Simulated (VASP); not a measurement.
A run of VASP 6.6.1:

INCAR

```
PREC = Accurate
ENCUT = 600
EDIFF = 1E-6
ISMEAR = 0
SIGMA = 0.05
LREAL = False
LASPH = True
NELM = 120
ALGO = Normal
ISIF = 2
LWAVE = False
LCHARG = False
GGA = PE
NBANDS = 29
GGA_COMPAT = False
```

Contents of KPOINTS:

```
regular mesh
0
Gamma
  6 6 8
```

The input POSCAR:

```
FeS2
1.0
    4.3729064952      0.0000000000      0.0000000000
    0.0000000000      5.3413729327      0.0000000000
    0.0000000000      0.0000000000      3.3451928527
Fe S
2 4
Direct
    0.0000000000      0.0000000000      0.0000000000
    0.5000000000      0.5000000000      0.5000000000
    0.2052403352      0.3752409010      0.0000000000
    0.2947596648      0.8752409010      0.5000000000
    0.7947596648      0.6247590990      0.0000000000
    0.7052403352      0.1247590990      0.5000000000
```

Potentials or basis: VASP PAW PBE potentials, release 64 (Fe, S).

Command:

```bash
$ cat potpaw_PBE.64/Fe/POTCAR potpaw_PBE.64/S/POTCAR > POTCAR
$ mpirun -np 1 vasp_std > vasp.out
```

Hardware: 1 thread of Intel(R) Xeon(R) Platinum 8488C (Sapphire Rapids), with other jobs on the host.

**Question.** Estimate the wall time of this run.

**Answer.** Run time: 2.7 min on 1 thread of Intel(R) Xeon(R) Platinum 8488C (Sapphire Rapids), on a shared host, peak memory 0.33 GiB. Counts: scf iterations 15, k points 80.
